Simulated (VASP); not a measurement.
# AgCl: single point with PBE

The system is AgCl.

```xyz
2
Lattice="0.0000 2.7727 2.7727 2.7727 0.0000 2.7727 2.7727 2.7727 0.0000" Properties=species:S:1:pos:R:3 pbc="T T T"
Ag    0.0000    0.0000    0.0000
Cl    2.7727    2.7727    2.7727
```

- Program: VASP 6.6.1
- Task: single point
- Functional: PBE
- Potentials or basis: VASP PAW PBE potentials, release 64 (Ag, Cl)
- Cutoff: 500 eV
- k mesh: 6 × 6 × 6
- Occupations: gaussian, width 0.1 eV
- Spin: no spin polarisation
- Dipole correction: no
- Further INCAR settings: ALGO = Normal; EDIFF = 1e-06; NBANDS = 16

```yaml
Pressure: 1.5 GPa
Band_gap_on_the_k_mesh: 0.91 eV, indirect (least direct gap 3.23 eV)
```

Levels at points of the mesh, in eV from the valence-band top:
```tsv
k point	band 6	band 7	band 8	band 9	band 10	band 11	band 12	band 13
(0.00, 0.00, 0.00)	-2.40	-2.32	-2.32	-2.32	0.91	10.85	10.85	10.85
(0.50, 0.00, 0.00)	-2.07	-1.76	0.00	0.00	4.24	6.54	7.67	7.67
(0.50, 0.50, 0.00)	-2.21	-1.96	-1.96	-1.87	2.38	8.02	8.63	11.51
```

It took 16 s on 1 thread of AMD EPYC 7R43 64-Core Processor (Zen 3), on a shared host, peak memory 0.13 GiB.

A k mesh can miss the band edges. Expect the measured gap to be larger: semilocal functionals such as PBE lack the derivative discontinuity.
